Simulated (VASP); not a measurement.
# FeGe (P6/mmm) in VASP: single point with PBE

Aim: the single point of FeGe with PBE.

Everything below comes from runs of VASP 6.6.1. Logs are shortened: lines on timing, memory, paths and dates and some standing lists are left out, and cuts for length are marked.

## Step 1: The cell of the first run

Symmetry: P6/mmm, No. 191, hexagonal system. The conventional cell has a = 4.998 Å, b = 4.998 Å, c = 4.116 Å, α = 90.00°, β = 90.00°, γ = 120.00°. Fe (site symmetry mmm) has 4 Fe at 2.50 Å and 6 Ge at 2.50 to 2.51 Å within 3.3 Å. Within 3.3 Å of Ge (site symmetry 6/mmm) lie 6 Fe at 2.50 Å. Ge (site symmetry -6m2) has 6 Fe at 2.51 Å and 3 Ge at 2.89 Å within 3.3 Å.

## Step 2: Single point, PBE, collinear spin, ferromagnetic start

INCAR

```
SYSTEM = FeGe
PREC     = Accurate       ! precision mode
ENCUT    = 520            ! plane-wave cutoff, eV
EDIFF    = 1E-6           ! SCF threshold, eV
ISMEAR   = 0              ! smearing method
SIGMA    = 0.1            ! smearing width, eV
LREAL    = .FALSE.        ! projectors in reciprocal space
LASPH    = .TRUE.         ! aspherical terms in the spheres
NELM     = 150            ! most SCF steps
ALGO     = Normal         ! electronic algorithm
ISIF     = 2              ! what is computed and relaxed
LWAVE    = .FALSE.        ! write WAVECAR
LCHARG   = .TRUE.         ! write CHGCAR
ISPIN    = 2              ! spin polarisation
MAGMOM   = 4 4 4 0 0 0    ! initial moments
LORBIT   = 11             ! projections on sites
LMAXMIX  = 4              ! l up to which the mixer works
GGA      = PE             ! functional
LELF     = .TRUE.         ! ELF
LVHAR    = .TRUE.       
NBANDS   = 46             ! bands
```

KPOINTS

```
regular mesh
0
G
  6 6 4
  0 0 0
```

POSCAR

```
FeGe
1.0
    4.9976023358      0.0000000000      0.0000000000
   -2.4988011679      4.3280505808      0.0000000000
    0.0000000000      0.0000000000      4.1157613500
Fe Ge
3 3
Direct
    0.5000000000      0.0000000000      0.0000000000
    0.5000000000      0.5000000000      0.0000000000
    0.0000000000      0.5000000000      0.0000000000
    0.0000000000      0.0000000000      0.0000000000
    0.3333333300      0.6666666700      0.5000000000
    0.6666666700      0.3333333300      0.5000000000
```

Potentials or basis: VASP PAW PBE potentials, release 64 (Fe, Ge_d).

Run with:

```console
$ cat potpaw_PBE.64/Fe/POTCAR potpaw_PBE.64/Ge_d/POTCAR > POTCAR
$ mpirun -np 1 vasp_std > vasp.out
```

OUTCAR:

```text
SYSTEM = FeGe
   PREC = Accurate
   ENCUT = 520
   EDIFF = 1E-6
   ISMEAR = 0
   LREAL = .FALSE.
   LASPH = .TRUE.
   NELM = 150
   ISIF = 2
   ISPIN = 2
   LORBIT = 11
   GGA = PE

 ion  position               nearest neighbor table
   1  0.500  0.000  0.000-   2 2.50   3 2.50   2 2.50   3 2.50   4 2.50   4 2.50   6 2.51   5 2.51
                             6 2.51   5 2.51
   2  0.500  0.500  0.000-   1 2.50   4 2.50   1 2.50   4 2.50   3 2.50   3 2.50   6 2.51   5 2.51
                             6 2.51   5 2.51
   3  0.000  0.500  0.000-   1 2.50   4 2.50   4 2.50   1 2.50   2 2.50   2 2.50   6 2.51   5 2.51
                             6 2.51   5 2.51
   4  0.000  0.000  0.000-   2 2.50   3 2.50   3 2.50   2 2.50   1 2.50   1 2.50
   5  0.333  0.667  0.500-   1 2.51   1 2.51   3 2.51   3 2.51   2 2.51   2 2.51   6 2.89   6 2.89
                             6 2.89
   6  0.667  0.333  0.500-   1 2.51   1 2.51   3 2.51   3 2.51   2 2.51   2 2.51   5 2.89   5 2.89
                             5 2.89

  LATTYP: Found a hexagonal cell.
 ALAT       =     4.9976023358
 C/A-ratio  =     0.8235471879

  Lattice vectors:

 A1 = (   4.9976023358,   0.0000000000,   0.0000000000)
 A2 = (  -2.4988011679,   4.3280505808,   0.0000000000)
 A3 = (   0.0000000000,   0.0000000000,   4.1157613500)

Analysis of symmetry for initial positions (statically):
=====================================================================
 Subroutine PRICEL returns:
 Original cell was already a primitive cell.

 Routine SETGRP: Setting up the symmetry group for a
 hexagonal supercell.

 Subroutine GETGRP returns: Found 24 space group operations
 (whereof 24 operations were pure point group operations)
 out of a pool of 24 trial point group operations.

The static configuration has the point symmetry D_6h.

Analysis of symmetry for dynamics (positions and initial velocities):
=====================================================================
 Subroutine PRICEL returns:
 Original cell was already a primitive cell.

 Routine SETGRP: Setting up the symmetry group for a
 hexagonal supercell.

 Subroutine GETGRP returns: Found 24 space group operations
 (whereof 24 operations were pure point group operations)
 out of a pool of 24 trial point group operations.

The dynamic configuration has the point symmetry D_6h.

Analysis of structural, dynamic, and magnetic symmetry:
=====================================================================
 Subroutine PRICEL returns:
 Original cell was already a primitive cell.

 Routine SETGRP: Setting up the symmetry group for a
 hexagonal supercell.

 Subroutine GETGRP returns: Found 24 space group operations
 (whereof 24 operations were pure point group operations)
[... 150 lines left out ...]
  ---------------------------------------------------
  ext. energy  EPLUGINS =         0.00000000
  ---------------------------------------------------
  free energy    TOTEN  =       -38.97305134 eV

  energy without entropy =      -38.94291572  energy(sigma->0) =      -38.95798353

 E-fermi :   6.7511     XC(G=0): -11.9285

 val. band max:        6.7396043846   @ k =   0.1667   0.1667   0.2500
 cond. band min:       6.7607584867   @ k =   0.3333   0.3333   0.2500
 fundamental gap:      0.0211541021
 Fermi energy:         6.7511393128

 spin component 1

 k-point     1 :       0.0000    0.0000    0.0000
  band No.  band energies     occupation
      1     -18.2176      1.00000
      2     -18.1449      1.00000
      3     -18.1449      1.00000
      4     -18.1100      1.00000
      5     -18.1100      1.00000
      6     -18.0683      1.00000
[... 997 lines left out ...]
     44      16.4467      0.00000
     45      16.4467      0.00000
 Fermi energy:         6.7511393128

 spin component 2

 k-point     1 :       0.0000    0.0000    0.0000
  band No.  band energies     occupation
      1     -18.2209      1.00000
      2     -18.1563      1.00000
      3     -18.1563      1.00000
      4     -18.1175      1.00000
      5     -18.1175      1.00000
      6     -18.0757      1.00000
[... 997 lines left out ...]
     44      16.4589      0.00000
     45      16.6831      0.00000
 [bands above 45 left out]

------------------------ aborting loop because EDIFF is reached ----------------------------------------

  FORCE on cell =-STRESS in cart. coord.  units (eV):
  Direction    XX          YY          ZZ          XY          YZ          ZX
  --------------------------------------------------------------------------------------
  -------------------------------------------------------------------------------------
  Total       -1.9623342     -1.9623342     -2.1465159      0.0000000      0.0000000      0.0000000
  in kB      -35.3166369    -35.3166369    -38.6314031      0.0000000      0.0000000      0.0000000
  external PRESSURE =     -36.4215590 kB  Pullay stress =       0.0000000 kB

 VOLUME and BASIS-vectors are now :
 -----------------------------------------------------------------------------
  energy-cutoff  :      520.00
  volume of cell :       89.02
      direct lattice vectors                 reciprocal lattice vectors
     4.997602336  0.000000000  0.000000000     0.200095953  0.115525452  0.000000000
    -2.498801168  4.328050581  0.000000000     0.000000000  0.231050904  0.000000000
     0.000000000  0.000000000  4.115761350     0.000000000  0.000000000  0.242968412

 POSITION                                       TOTAL-FORCE (eV/Angst)
 -----------------------------------------------------------------------------------
      2.49880      0.00000      0.00000        -0.000000      0.000000      0.000000
      1.24940      2.16403      0.00000        -0.000000      0.000000      0.000000
     -1.24940      2.16403      0.00000        -0.000000      0.000000      0.000000
      0.00000      0.00000      0.00000        -0.000000      0.000000      0.000000
     -0.00000      2.88537      2.05788         0.000000      0.000000     -0.000000
      2.49880      1.44268      2.05788        -0.000000     -0.000000      0.000000
 -----------------------------------------------------------------------------------
    total drift:                                0.000000     -0.000000     -0.000000

  FREE ENERGIE OF THE ION-ELECTRON SYSTEM (eV)
  ---------------------------------------------------
  free  energy   TOTEN  =       -38.9730513393 eV

  energy  without entropy=      -38.9429157204  energy(sigma->0) =      -38.95798353

 total charge

# of ion       s       p       d       tot
------------------------------------------
    1        0.427   0.543   6.390   7.360
    2        0.427   0.543   6.390   7.360
    3        0.427   0.543   6.390   7.360
    4        1.151   1.124  10.051  12.325
    5        1.126   1.160  10.072  12.358
    6        1.126   1.160  10.072  12.358
--------------------------------------------------
tot          4.686   5.073  49.365  59.123

 magnetization (x)

# of ion       s       p       d       tot
------------------------------------------
    1        0.005   0.001   1.520   1.526
    2        0.005   0.001   1.520   1.526
    3        0.005   0.001   1.520   1.526
    4        0.001  -0.089   0.006  -0.082
    5       -0.004  -0.054  -0.000  -0.059
    6       -0.004  -0.054  -0.000  -0.059
--------------------------------------------------
tot          0.009  -0.195   4.565   4.379
```

OSZICAR:

```text
N       E                     dE             d eps       ncg     rms          rms(c)
DAV:   1     0.667847547459E+03    0.66785E+03   -0.28807E+04  4642   0.364E+03
DAV:   2     0.891821655412E+02   -0.57867E+03   -0.54271E+03  3864   0.809E+02
DAV:   3    -0.325699525537E+02   -0.12175E+03   -0.11547E+03  3876   0.229E+02
DAV:   4    -0.410381519373E+02   -0.84682E+01   -0.83580E+01  4524   0.697E+01
DAV:   5    -0.412218118206E+02   -0.18366E+00   -0.18354E+00  4342   0.110E+01    0.230E+01
DAV:   6    -0.454087830233E+02   -0.41870E+01   -0.44154E+01  4632   0.635E+01    0.249E+01
DAV:   7    -0.390974169129E+02    0.63114E+01   -0.19073E+01  4526   0.475E+01    0.586E+00
DAV:   8    -0.390525490764E+02    0.44868E-01   -0.16122E+00  4290   0.726E+00    0.329E+00
DAV:   9    -0.389791079125E+02    0.73441E-01   -0.21701E-01  4492   0.435E+00    0.110E+00
DAV:  10    -0.389727538377E+02    0.63541E-02   -0.25066E-02  4500   0.147E+00    0.410E-01
DAV:  11    -0.389729373185E+02   -0.18348E-03   -0.38930E-03  4408   0.587E-01    0.244E-01
DAV:  12    -0.389729473483E+02   -0.10030E-04   -0.54142E-04  4566   0.363E-01    0.983E-02
DAV:  13    -0.389730262003E+02   -0.78852E-04   -0.17850E-04  5154   0.204E-01    0.675E-02
DAV:  14    -0.389730448248E+02   -0.18625E-04   -0.61443E-05  4658   0.683E-02    0.377E-02
DAV:  15    -0.389730508453E+02   -0.60204E-05   -0.10543E-05  4328   0.415E-02    0.197E-02
DAV:  16    -0.389730513393E+02   -0.49403E-06   -0.40828E-06  3856   0.249E-02
   1 F= -.38973051E+02 E0= -.38957984E+02  d E =-.301356E-01  mag=     4.3449
```

stdout:

```text
POSCAR found type information on POSCAR FeGe
 POSCAR found :  2 types and       6 ions
 scaLAPACK will be used
 LDA part: xc-table for (Slater+PW92), standard interpolation
 POSCAR, INCAR and KPOINTS ok, starting setup
 FFT: planning ... GRIDC
 FFT: planning ... GRID_SOFT
 FFT: planning ... GRID
 WAVECAR not read
 entering main loop
```

Run time: 2.7 min. Hardware: 1 thread of AMD EPYC 7R13 (Zen 3), shared host; peak memory 0.29 GiB.

Results:

```yaml
Free_energy: -38.9731 eV
Pressure: -3.6 GPa
Net_moment: 4.34 μB per cell
Site_moments: Fe +1.53; Ge -0.08, -0.06 (each value once) μB
Valence_electrons_inside_the_program's_atomic_spheres: Fe 7.36; Ge 12.32, 12.36 (each value once)
```

Caveat: the k points lie up to 0.38 Å⁻¹ apart.
